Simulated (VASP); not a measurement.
A run of VASP 6.6.1:

INCAR

```
PREC = Accurate ; ENCUT = 520
EDIFF = 1E-6 ; ISMEAR = 1
SIGMA = 0.15 ; LREAL = False
LASPH = True ; NELM = 80
ALGO = Normal ; ISIF = 2
LWAVE = False ; LCHARG = True
LELF = True ; LVHAR = True
NBANDS = 42
```

The input KPOINTS:

```
Automatic mesh
0
Gamma
  5 5 5
```

The input POSCAR:

```
SrAg5
1.0
    5.6750000000      0.0000000000      0.0000000000
   -2.8375000000      4.9146940000      0.0000000000
    0.0000000000      0.0000000000      4.6190000000
Sr Ag
1 5
Direct
    0.0000000000      0.0000000000      0.0000000000
    0.3333330000      0.6666670000      0.0000000000
    0.6666670000      0.3333330000      0.0000000000
    0.5000000000      0.0000000000      0.5000000000
    0.5000000000      0.5000000000      0.5000000000
    0.0000000000      0.5000000000      0.5000000000
```

Potentials or basis: VASP PAW LDA potentials, release 64 (Sr_sv, Ag).

Command:

```bash
$ cat potpaw_LDA.64/Sr_sv/POTCAR potpaw_LDA.64/Ag/POTCAR > POTCAR
$ mpirun -np 1 vasp_std > vasp.out
```

Hardware: 1 thread of Intel Xeon 8259CL (shared host).

**Question.** Estimate the wall time of this run.

**Answer.** Run time: 76 s on 1 thread of Intel Xeon 8259CL, on a shared host, peak memory 0.23 GiB. Counts: scf iterations 12, k points 15.
